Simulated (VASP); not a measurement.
Wanted: the native input for a VASP 6.6.1 run.

```yaml
Task: single point
Functional: r2SCAN
Potentials_or_basis: VASP PAW PBE potentials, release 64 (Ge_d)
Cutoff: 520 eV
k_mesh: 13 × 13 × 4
Occupations: fermi-dirac, width 0.1 eV
Spin: no spin polarisation
Dipole_correction: no
Further_INCAR_settings: ALGO = Normal; EDIFF = 1e-06; NBANDS = 36
```

The system is Ge.

```xyz
4
Lattice="3.1419 0.0000 0.0000 -1.5710 2.7210 0.0000 0.0000 0.0000 9.8753" Properties=species:S:1:pos:R:3 pbc="T T T"
Ge    3.1419    0.0000    9.8753
Ge    3.1419    0.0000    4.9376
Ge    0.0000    1.8140    2.4688
Ge    1.5710    0.9070    7.4065
```

This cell differs from its parent crystal: volume scaled by 1.12.

The input as run:

POSCAR

```
Ge
1.0
    3.1419453016      0.0000000000      0.0000000000
   -1.5709726508      2.7210044485      0.0000000000
    0.0000000000      0.0000000000      9.8752839075
Ge
4
Direct
    1.0000000000      0.0000000000      1.0000000000
    1.0000000000      0.0000000000      0.5000000000
    0.3333333333      0.6666666667      0.2500000000
    0.6666666667      0.3333333333      0.7500000000
```

INCAR.step1

```
PREC = Accurate
ENCUT = 520
ISMEAR = -1
SIGMA = 0.1
LREAL = False
LASPH = True
NELM = 100
NBANDS = 36
GGA = PE
ALGO = Normal
EDIFF = 1E-4
LWAVE = True
LCHARG = False
```

INCAR.step2

```
PREC = Accurate
ENCUT = 520
EDIFF = 1E-6
ISMEAR = -1
SIGMA = 0.1
LREAL = False
LASPH = True
NELM = 100
ALGO = Normal
ISIF = 2
LWAVE = False
LCHARG = False
METAGGA = R2SCAN
LMIXTAU = True
NBANDS = 36
ISTART = 1
```

KPOINTS

```
Automatic mesh
0
Gamma
  13 13 4
```

Potentials or basis: VASP PAW PBE potentials, release 64 (Ge_d).

Run with:

```sh
$ cat potpaw_PBE.64/Ge_d/POTCAR > POTCAR
$ cp INCAR.step1 INCAR
$ mpirun -np 1 vasp_std > vasp.out
$ cp INCAR.step2 INCAR
$ mpirun -np 1 vasp_std > vasp.out
```

It gave:

The pressure is -5.8 GPa and the band gap on the k mesh is zero (band 28 reaches 11.69 eV, above the bottom of band 29 at 3.17 eV).

Caveat: the PAW data sets were made with another functional, which shifts forces and pressure a little.

Run time: 7.2 min on 1 thread of AMD EPYC 9R45 96-Core Processor (Zen 5), with other jobs on the host, peak memory 0.26 GiB.
